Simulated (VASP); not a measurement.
# BeSi (P6/mmm) in VASP: further runs

Runs on BeSi. Level: PBE. Tasks: single point, relaxation of cell and atoms.

All numbers are computed with VASP 6.6.1; they aren't measurements. Logs are shortened: lines on timing, memory, paths and dates and some standing lists are left out, and cuts for length are marked.

### 1 The cell of the first run

Symmetry: P6/mmm, No. 191, hexagonal system. Conventional cell: a = 2.471 Å, b = 2.471 Å, c = 4.897 Å, α = 90.00°, β = 90.00°, γ = 120.00°. Within 3.2 Å of Be (site symmetry 6/mmm) lie 2 Si at 2.45 Å and 6 Be at 2.47 Å. Si (site symmetry 6/mmm) has 2 Be at 2.45 Å and 6 Si at 2.47 Å within 3.2 Å.

### 2 Single point, PBE

INCAR

```
SYSTEM = BeSi
  PREC = Accurate
  ENCUT = 520
  EDIFF = 1E-6
  ISMEAR = 0
  SIGMA = 0.1
  LREAL = .FALSE.
  LASPH = .TRUE.
  NELM = 60
  ALGO = Normal
  ISIF = 2
  LWAVE = .FALSE.
  LCHARG = .FALSE.
  GGA = PE
  NBANDS = 10
```

KPOINTS

```
Automatic mesh
0
G
  12 12 4
  0 0 0
```

POSCAR

```
BeSi
1.0
    2.4713413504      0.0000000000      0.0000000000
   -1.2356706752      2.1402443908      0.0000000000
    0.0000000000      0.0000000000      4.8967494371
Be Si
1 1
Direct
    0.0000000000      0.0000000000      0.0000000000
    0.0000000000      0.0000000000      0.5000000000
```

Potentials or basis: VASP PAW PBE potentials, release 64 (Be, Si).

On the command line:

```
$ cat potpaw_PBE.64/Be/POTCAR potpaw_PBE.64/Si/POTCAR > POTCAR
$ mpirun -np 1 vasp_std > vasp.out
```

OUTCAR:

```text
SYSTEM = BeSi
   PREC = Accurate
   ENCUT = 520
   EDIFF = 1E-6
   ISMEAR = 0
   LREAL = .FALSE.
   LASPH = .TRUE.
   NELM = 60
   ISIF = 2
   GGA = PE

 ion  position               nearest neighbor table
   1  0.000  0.000  0.000-   2 2.45   2 2.45
   2  0.000  0.000  0.500-   1 2.45   1 2.45

  LATTYP: Found a hexagonal cell.
 ALAT       =     2.4713413504
 C/A-ratio  =     1.9814136304

  Lattice vectors:

 A1 = (   2.4713413504,   0.0000000000,   0.0000000000)
 A2 = (  -1.2356706752,   2.1402443908,   0.0000000000)
 A3 = (   0.0000000000,   0.0000000000,   4.8967494371)

Analysis of symmetry for initial positions (statically):
=====================================================================
 Subroutine PRICEL returns:
 Original cell was already a primitive cell.

 Routine SETGRP: Setting up the symmetry group for a
 hexagonal supercell.

 Subroutine GETGRP returns: Found 24 space group operations
 (whereof 24 operations were pure point group operations)
 out of a pool of 24 trial point group operations.

The static configuration has the point symmetry D_6h.

Analysis of symmetry for dynamics (positions and initial velocities):
=====================================================================
 Subroutine PRICEL returns:
 Original cell was already a primitive cell.

 Routine SETGRP: Setting up the symmetry group for a
 hexagonal supercell.

 Subroutine GETGRP returns: Found 24 space group operations
 (whereof 24 operations were pure point group operations)
 out of a pool of 24 trial point group operations.

The dynamic configuration has the point symmetry D_6h.

 Subroutine INISYM returns: Found 24 space group operations
 (whereof 24 operations are pure point group operations),
 and found     1 'primitive' translations

----------------------------------------------------------------------------------------

                                     Primitive cell

  volume of cell :      25.9003

  direct lattice vectors                    reciprocal lattice vectors
     2.471341350  0.000000000  0.000000000     0.404638558  0.233618180  0.000000000
    -1.235670675  2.140244391  0.000000000     0.000000000  0.467236361  0.000000000
     0.000000000  0.000000000  4.896749437     0.000000000  0.000000000  0.204217106

  length of vectors
     2.471341350  2.471341350  4.896749437     0.467236361  0.467236361  0.204217106

  position of ions in fractional coordinates (direct lattice)
     0.000000000  0.000000000  0.000000000
     0.000000000  0.000000000  0.500000000

  ion indices of the primitive-cell ions
   primitive index   ion index
                 1           1
                 2           2

----------------------------------------------------------------------------------------

 KPOINTS: Automatic mesh

Automatic generation of k-mesh.
 Grid dimensions read from file:
 generate k-points for:   12   12    4

 Generating k-lattice:

  Cartesian coordinates                     Fractional coordinates (reciprocal lattice)
     0.033719880  0.019468182  0.000000000     0.083333333  0.000000000  0.000000000
     0.000000000  0.038936363  0.000000000     0.000000000  0.083333333  0.000000000
     0.000000000  0.000000000  0.051054277     0.000000000  0.000000000  0.250000000

  Length of vectors
     0.038936363  0.038936363  0.051054277

  Shift w.r.t. Gamma in fractional coordinates (k-lattice)
     0.000000000  0.000000000  0.000000000

 Subroutine IBZKPT returns following result:
 ===========================================

 Found     57 irreducible k-points:

 Following reciprocal coordinates:
            Coordinates               Weight
  0.000000  0.000000  0.000000      1.000000
  0.083333  0.000000  0.000000      6.000000
  0.166667  0.000000  0.000000      6.000000
  0.250000 -0.000000  0.000000      6.000000
  0.333333 -0.000000  0.000000      6.000000
  0.416667 -0.000000  0.000000      6.000000
[... 16 lines left out ...]
  0.250000 -0.000000  0.250000     12.000000
  0.333333 -0.000000  0.250000     12.000000
 [... further k-points ...]
   k-points           NKPTS =     57   k-points in BZ     NKDIM =     57   number of bands    NBANDS=     10
   number of dos      NEDOS =    301   number of ions     NIONS =      2
   total plane-waves  NPLWV =  11664
   dimension x,y,z NGX =    18 NGY =   18 NGZ =   36
   dimension x,y,z NGXF=    36 NGYF=   36 NGZF=   72
   ions per type =               1   1
   NGX,Y,Z   is equivalent  to a cutoff of  12.11, 12.11, 12.22 a.u.
   NGXF,Y,Z  is equivalent  to a cutoff of  24.22, 24.22, 24.44 a.u.
 SYSTEM =  BeSi
   PREC   = accura    normal or accurate (medium, high low for compatibility)
   ISTART =      0    job   : 0-new  1-cont  2-samecut
   ICHARG =      2    charge: 1-file 2-atom 10-const
   ISPIN  =      1    spin polarized calculation?
   LNONCOLLINEAR =      F non collinear calculations
   LSORBIT =      F    spin-orbit coupling
   LASPH  =      T    aspherical Exc in radial PAW
   ENCUT  =  520.0 eV  38.22 Ry    6.18 a.u.   4.60  4.60  9.10*2*pi/ulx,y,z
   NELM   =     60;   NELMIN=  2; NELMDL= -5     # of ELM steps
   EDIFF  = 0.1E-05   stopping-criterion for ELM
   LREAL  =      F    real-space projection
   EDIFFG = 0.1E-04   stopping-criterion for IOM
   NSW    =      0    number of steps for IOM
   IBRION =     -1    ionic relax: 0-MD 1-quasi-New 2-CG
   NFREE  =      0    steps in history (QN), initial steepest desc. (CG)
   ISIF   =      2    stress and relaxation
   ISYM   =      2    0-nonsym 1-usesym 2-fastsym
   POTIM  = 0.5000    time-step for ionic-motion
   TEBEG  =    0.0;   TEEND  =   0.0 temperature during run
   PSTRESS=    0.0 pullay stress
   NELECT =       6.0000    total number of electrons
   NUPDOWN=      -1.0000    fix difference up-down
   EMIN   =  10.00;   EMAX   =-10.00  energy-range for DOS
   EFERMI =   0.00;   METHOD = LEGACY
   ISMEAR =     0;   SIGMA  =   0.10  broadening in eV -4-tet -1-fermi 0-gaus
   EFERMI_NEDOS =   21; number of points for ismear=-14 and -15
   IALGO  =     38    algorithm
   IMIX   =      4    mixing-type and parameters
     AMIX     =   0.40;   BMIX     =  1.00
     AMIX_MAG =   1.60;   BMIX_MAG =  1.00
  volume/ion in A,a.u.               =      12.95        87.39
  Fermi-wavevector in a.u.,A,eV,Ry     =   1.005443  1.900011 13.754329  1.010915
  Thomas-Fermi vector in A             =   2.138122
   LORBIT       =      0    0 simple, 1 ext, 2 COOP (PROOUT), +10 PAW based schemes
   GGA     = PE    functional components
   LHFCALC =     F    Hartree Fock is set to
   AEXX    =    0.0000 exact exchange contribution
   IVDW    =     0    specifies the selected vdW correction
   LEPSILON=     F    determine dielectric tensor
   LRPA    =     F    only Hartree local field effects (RPA)
 non-spin polarized calculation
 Gauss-broadening in eV      SIGMA  =   0.10
  energy-cutoff  :      520.00
  volume of cell :       25.90
 maximum number of plane-waves:       710
   NGX =  9   NGY =  9   NGZ = 19

 number of electron       6.0000000 magnetization

 Free energy of the ion-electron system (eV)
  ---------------------------------------------------
  ext. energy  EPLUGINS =         0.00000000
  ---------------------------------------------------
  free energy    TOTEN  =        -7.80340584 eV

  energy without entropy =       -7.80102651  energy(sigma->0) =       -7.80221617

 E-fermi :   7.0811     XC(G=0): -10.3666

 val. band max:        6.9788963722   @ k =   0.4167   0.0833   0.0000
 cond. band min:       7.1185089180   @ k =   0.4167   0.0833   0.5000
 fundamental gap:      0.1396125457
 Fermi energy:         7.0811469977

 k-point     1 :       0.0000    0.0000    0.0000
  band No.  band energies     occupation
      1      -6.2066      2.00000
      2       1.1045      2.00000
      3       2.0814      2.00000
      4      15.9656      0.00000
      5      18.0860      0.00000
      6      20.7295      0.00000
      7      20.7295      0.00000
      8      21.8601      0.00000
      9      21.8601      0.00000
     10      23.5179      0.00000

 k-point     2 :       0.0833    0.0000    0.0000
  band No.  band energies     occupation
      1      -5.9893      2.00000
      2       1.3138      2.00000
      3       2.2516      2.00000
      4      16.1431      0.00000
      5      17.1288      0.00000
      6      19.2619      0.00000
      7      19.4018      0.00000
      8      21.6774      0.00000
      9      22.1088      0.00000
     10      23.2732      0.00000

 k-point     3 :       0.1667    0.0000    0.0000
  band No.  band energies     occupation
      1      -5.3390      2.00000
      2       1.9393      2.00000
      3       2.7594      2.00000
      4      14.0443      0.00000
      5      16.6523      0.00000
      6      17.8405      0.00000
      7      17.8762      0.00000
      8      20.5722      0.00000
      9      21.2489      0.00000
     10      22.3516      0.00000

 k-point     4 :       0.2500   -0.0000    0.0000
  band No.  band energies     occupation
      1      -4.2615      2.00000
      2       2.9720      2.00000
      3       3.5938      2.00000
      4      10.5217      0.00000
      5      16.1455      0.00000
      6      16.5836      0.00000
      7      17.1873      0.00000
      8      18.9383      0.00000
      9      19.0369      0.00000
     10      20.2369      0.00000
[... 222 lines left out ...]
 k-point    22 :       0.1667    0.0000    0.2500
  band No.  band energies     occupation
      1      -5.2410      2.00000
      2       0.3682      2.00000
      3       5.1927      2.00000
      4      12.4594      0.00000
      5      14.9873      0.00000
      6      18.0449      0.00000
      7      18.5952      0.00000
      8      20.6553      0.00000
      9      20.7990      0.00000
     10      23.7245      0.00000

 k-point    23 :       0.2500   -0.0000    0.2500
  band No.  band energies     occupation
      1      -4.1598      2.00000
      2       1.3319      2.00000
      3       6.0468      2.00000
      4      10.5238      0.00000
      5      13.8174      0.00000
      6      15.9337      0.00000
      7      16.7920      0.00000
      8      19.5771      0.00000
      9      19.5959      0.00000
     10      20.8179      0.00000

 k-point    24 :       0.3333   -0.0000    0.2500
  band No.  band energies     occupation
      1      -2.6599      2.00000
      2       2.6617      2.00000
      3       6.8636      1.99791
      4       7.5731      0.00000
      5      12.5924      0.00000
      6      14.8664      0.00000
      7      15.8900      0.00000
      8      17.9378      0.00000
      9      18.7174      0.00000
     10      19.1135      0.00000

 [... further k-points ...]
[... 5 lines left out ...]
  --------------------------------------------------------------------------------------
  -------------------------------------------------------------------------------------
  Total       -0.0239824     -0.0239824     -0.0336711      0.0000000      0.0000000      0.0000000
  in kB       -1.4835421     -1.4835421     -2.0828781      0.0000000      0.0000000      0.0000000
  external PRESSURE =      -1.6833207 kB  Pullay stress =       0.0000000 kB

 VOLUME and BASIS-vectors are now :
 -----------------------------------------------------------------------------
  energy-cutoff  :      520.00
  volume of cell :       25.90
      direct lattice vectors                 reciprocal lattice vectors
     2.471341350  0.000000000  0.000000000     0.404638558  0.233618180  0.000000000
    -1.235670675  2.140244391  0.000000000     0.000000000  0.467236361  0.000000000
     0.000000000  0.000000000  4.896749437     0.000000000  0.000000000  0.204217106

 POSITION                                       TOTAL-FORCE (eV/Angst)
 -----------------------------------------------------------------------------------
      0.00000      0.00000      0.00000         0.000000      0.000000      0.000000
      0.00000      0.00000      2.44837        -0.000000      0.000000      0.000000
 -----------------------------------------------------------------------------------
    total drift:                                0.000000      0.000000     -0.000000

  FREE ENERGIE OF THE ION-ELECTRON SYSTEM (eV)
  ---------------------------------------------------
  free  energy   TOTEN  =        -7.8034058424 eV

  energy  without entropy=       -7.8010265054  energy(sigma->0) =       -7.80221617
```

Wall time 4.4 s (1 thread of Intel Xeon 6975P-C (Granite Rapids), shared host); peak memory 0.13 GiB.

What came out:

- Free energy: -7.8034 eV
- Pressure: -0.2 GPa
- Band gap on the k mesh: zero (band 3 reaches 9.23 eV, above the bottom of band 4 at 5.79 eV)

Levels at points of the mesh, in eV from the Fermi level:
| k point | band 1 | band 2 | band 3 | band 4 | band 5 | band 6 | band 7 |
| --- | --- | --- | --- | --- | --- | --- | --- |
| (0.00, 0.00, 0.00) | -13.29 | -5.98 | -5.00 | 8.88 | 11.00 | 13.65 | 13.65 |
| (0.50, 0.00, 0.00) | -5.99 | -5.26 | -0.31 | 0.13 | 3.56 | 3.56 | 7.86 |
| (0.00, 0.00, 0.50) | -13.09 | -8.21 | 0.60 | 1.31 | 14.56 | 14.56 | 14.84 |
| (0.50, 0.00, 0.50) | -5.65 | -5.15 | -1.97 | -0.75 | 5.90 | 7.72 | 8.41 |

(Continued in part 2 of 2.)
